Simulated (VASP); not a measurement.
Here is a VASP 6.6.1 calculation.

INCAR

```
SYSTEM = B3N4
ALGO = Normal
DIPOL = 0.5 0.5 0.315
EDIFF = 1E-7
ENCUT = 520
GGA = PE
IDIPOL = 3
ISIF = 2
ISMEAR = 0
IVDW = 12
LASPH = .True.
LCHARG = .False.
LDIPOL = .True.
LREAL = .False.
LWAVE = .False.
NBANDS = 42
NELM = 100
PREC = Accurate
SIGMA = 0.05
```

KPOINTS

```
k-points
0
Gamma
  6 8 1
  0 0 0
```

POSCAR

```
B3N4
1.0
    5.0107822389      0.0000000000      0.0000000000
   -1.2526955597      3.3759068817      0.0000000000
    0.0000000000      0.0000000000     23.4409409452
N B
8 6
Direct
    0.0225224603      0.0900898411      0.1706416141
    0.5225224603      0.0900898411      0.1706416141
    0.3069455752      0.2277823008      0.2610541488
    0.8069455752      0.2277823008      0.2610541488
    0.0866484587      0.3466275527      0.3533460338
    0.5866484587      0.3466275527      0.3533460338
    0.4687108248      0.3748772852      0.5264695207
    0.4687108248      0.3748772852      0.5733959646
    0.2842051402      0.1368205610      0.2007528062
    0.7842051402      0.1368205610      0.2007528062
    0.0673540684      0.2694189847      0.2895469474
    0.5673540684      0.2694189847      0.2895469474
    0.3437108248      0.3748772852      0.3814241487
    0.8437108248      0.3748772852      0.3814241487
```

Potentials or basis: VASP PAW PBE potentials, release 64 (N, B).

The run is started by

```bash
$ cat potpaw_PBE.64/N/POTCAR potpaw_PBE.64/B/POTCAR > POTCAR
$ mpirun -np 1 vasp_std > vasp.out
```

(1) Estimate the largest force.

(2) What does it give for the dispersion energy per atom?

(3) Estimate the band gap on the k mesh.

Results:

(1) 4.010 eV/Å.

(2) -0.102 eV.

(3) zero (bands 29 and 30 overlap by 0.41 eV).

Caveat: the standard files for N, O and F lose accuracy on very short bonds.
